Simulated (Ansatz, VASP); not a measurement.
**One calculation of BiSb3, two programs**

```
Sb Bi
1.0
     4.85598    0.00000    0.00000
     0.00000    4.85598    0.00000
     0.00000    0.00000    4.85598
Sb Bi
3 1
Cartesian
  0.0000 2.4280 2.4280
  2.4280 0.0000 2.4280
  2.4280 2.4280 0.0000
  0.0000 0.0000 0.0000
```

Alike in both runs: functional PBE; k mesh 10 × 10 × 10; occupations gaussian, width 0.1 eV; no spin polarisation.

Ansatz relaxed the structure, and its values are those at the end. VASP's run is a single point on that final structure, the one shown.

```csv
,VASP,Ansatz
version,VASP 6.6.1,Ansatz 0.2.0
potentials or method,"VASP PAW PBE potentials, release 64 (Sb, Bi_d), cutoff 520 eV","scalar-relativistic, plane waves, PAW"
valence electrons in the cell,30,60
```

```tsv
	VASP	Ansatz	Ansatz less VASP
gap on the k mesh at the Fermi level (eV)	none	none	-
pressure (GPa)	-0.1	0.0	+0.12
```

A gap of «none» marks a metal or a gap that the smearing closes. VASP's potentials hold 30 valence electrons a cell and Ansatz's 60, so a difference there can come from the potentials and not from the codes.

Spin-orbit coupling is off throughout.
